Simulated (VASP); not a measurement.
Si3IrRu:

```
Si Ru Ir
1.0
     4.00700    0.00000    0.00000
     0.00000    4.00700    0.00000
     0.00000    0.00000    4.00700
Si Ru Ir
3 1 1
Cartesian
  2.0035 0.0000 0.0000
  0.0000 2.0035 0.0000
  0.0000 0.0000 2.0035
  2.0035 2.0035 2.0035
  0.0000 0.0000 0.0000
```

| Quantity | Value |
| --- | --- |
| Program | VASP 6.6.1 |
| Task | relaxation of cell and atoms |
| Functional | PBE |
| Potentials or basis | VASP PAW PBE potentials, release 64 (Si, Ru_pv, Ir) |
| Cutoff | 600 eV |
| k mesh | 4 × 4 × 4 |
| Occupations | gaussian, width 0.1 eV |
| Spin | no spin polarisation |

At the start: pressure 101.8 GPa; volume 12.87 Å³/atom.

Task: How do energy, volume and symmetry change on relaxing?

Result: Over 5 steps the energy falls by 1369.6 meV/atom and the volume is 18.89 Å³/atom (+46.8 %); space group Pm-3m (No. 221, to 0.05 Å).

The path:
| step | energy change (eV) | largest force (eV/Å) | pressure (GPa) | volume (Å³) |
| --- | --- | --- | --- | --- |
| 1 | 0.0000 | 0.0000 | 101.84 | 64.34 |
| 2 | 0.6158 | 0.0000 | -16.28 | 174.49 |
| 3 | -6.7393 | 0.0000 | -5.69 | 99.88 |
| 4 | -6.8224 | 0.0000 | -2.46 | 96.65 |
| 5 | -6.8480 | 0.0000 | 0.13 | 94.46 |

Final structure:
```cif
data_structure
_symmetry_space_group_name_H-M 'P 1'
_symmetry_Int_Tables_number 1
_cell_length_a 4.5543
_cell_length_b 4.5543
_cell_length_c 4.5543
_cell_angle_alpha 90.000
_cell_angle_beta 90.000
_cell_angle_gamma 90.000
_cell_volume 94.46
loop_
_atom_site_label
_atom_site_type_symbol
_atom_site_fract_x
_atom_site_fract_y
_atom_site_fract_z
_atom_site_occupancy
Si1 Si 0.50000 0.00000 0.00000 1
Si2 Si 0.00000 0.50000 0.00000 1
Si3 Si 0.00000 0.00000 0.50000 1
Ru1 Ru 0.50000 0.50000 0.50000 1
Ir1 Ir 0.00000 0.00000 0.00000 1
```

Caveat: the k points lie up to 0.34 Å⁻¹ apart in the final cell; the volume moved by over 15 % at a fixed basis, so the end points are rough.
